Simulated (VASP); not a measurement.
Here is a VASP 6.6.1 calculation.

Contents of POSCAR:

```
NaGeCl3
1.0
    5.1318579161      0.0000000000      0.0000000000
    0.0000000000      5.1318579161      0.0000000000
    0.0000000000      0.0000000000      5.1318579161
Na Ge Cl
1 1 3
Direct
    0.0000000000      0.0000000000      0.0000000000
    0.5000000000      0.5000000000      0.5000000000
    0.5000000000      0.5000000000      0.0000000000
    0.5000000000      0.0000000000      0.5000000000
    0.0000000000      0.5000000000      0.5000000000
```

The input INCAR.step1:

```
PREC = Accurate ; ENCUT = 600
ISMEAR = -1 ; SIGMA = 0.03
LREAL = F ; LASPH = T
NELM = 80 ; GGA = PE
ALGO = Normal ; EDIFF = 1E-4
LWAVE = T ; LCHARG = F
```

INCAR.step2

```
PREC = Accurate ; ENCUT = 600
EDIFF = 1E-6 ; ISMEAR = -1
SIGMA = 0.03 ; LREAL = F
LASPH = T ; NELM = 80
ALGO = Normal ; ISIF = 3
LWAVE = F ; LCHARG = F
METAGGA = R2SCAN ; LMIXTAU = T
LUSE_VDW = T ; IVDW_NL = 2
BPARAM = 11.95 ; CPARAM = 0.0093
IBRION = 2 ; NSW = 100
EDIFFG = -0.01 ; ISTART = 1
```

Contents of KPOINTS:

```
Automatic mesh
0
Gamma
  4 4 4
```

Potentials or basis: VASP PAW PBE potentials, release 64 (Na_pv, Ge_d, Cl).

The run is started by

```bash
$ cat potpaw_PBE.64/Na_pv/POTCAR potpaw_PBE.64/Ge_d/POTCAR potpaw_PBE.64/Cl/POTCAR > POTCAR
$ cp INCAR.step1 INCAR
$ mpirun -np 1 vasp_std > vasp.out
$ cp INCAR.step2 INCAR
$ mpirun -np 1 vasp_std > vasp.out
```

Task: Estimate the space group after relaxing (to 0.1 Å).

Result: Pm-3m (No. 221).

Task: What does it give for the relaxed volume?

Result: 27.45 Å³/atom.

Final structure:
```yaml
crystal:
  lattice:
    - [5.15816, 0.00000, 0.00000]
    - [0.00000, 5.15816, 0.00000]
    - [0.00000, 0.00000, 5.15816]
  atoms:
    - { symbol: Na, position: [0.00000, 0.00000, 0.00000] }
    - { symbol: Ge, position: [0.50000, 0.50000, 0.50000] }
    - { symbol: Cl, position: [0.50000, 0.50000, 0.00000] }
    - { symbol: Cl, position: [0.50000, 0.00000, 0.50000] }
    - { symbol: Cl, position: [0.00000, 0.50000, 0.50000] }
```

Caveat: the PAW data sets were made with another functional, which shifts forces and pressure a little.
